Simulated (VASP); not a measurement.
Runs of VASP 6.6.1 on Zn. The structure is that of space group Fd-3m (No. 227), or close to it. The cells are those of the table. 

```csv
task,cell,cutoff (eV),gap on the mesh (eV),pressure (GPa)
single point,"a = 4.129 Å, angles 60.0°, 2 atoms",520,none,0.2
relaxation of cell and atoms,"relaxed to 5 GPa from a = 3.833 Å, angles 60.0°, 2 atoms",600,none,5.0
single point,"a = 3.691 Å, angles 60.0°, 2 atoms",520,none,(a)
relaxation of cell and atoms,"relaxed from a = 3.833 Å, angles 60.0°, 2 atoms",600,none,0.0
relaxation of cell and atoms,"relaxed to 20 GPa from a = 3.833 Å, angles 60.0°, 2 atoms",600,none,19.8
single point,"a = 3.947 Å, angles 60.0°, 2 atoms",520,none,5.3
relaxation of cell and atoms,"relaxed to 10 GPa from a = 3.833 Å, angles 60.0°, 2 atoms",600,none,9.9
single point,"a = 3.833 Å, angles 60.0°, 2 atoms",520,none,10.3
```

Alike in all rows: level PBE; potentials or basis VASP PAW PBE potentials, release 64 (Zn); no spin polarisation; k mesh 7 × 7 × 7; smearing fermi-dirac 0.05 eV.

Question: Estimate the missing entries.

Answer: (a) 20.5.

Caveats: the cell is relaxed towards a set pressure, so the enthalpy falls and the energy may rise (some runs).

A gap of «none» marks levels without a gap at the run's occupations.
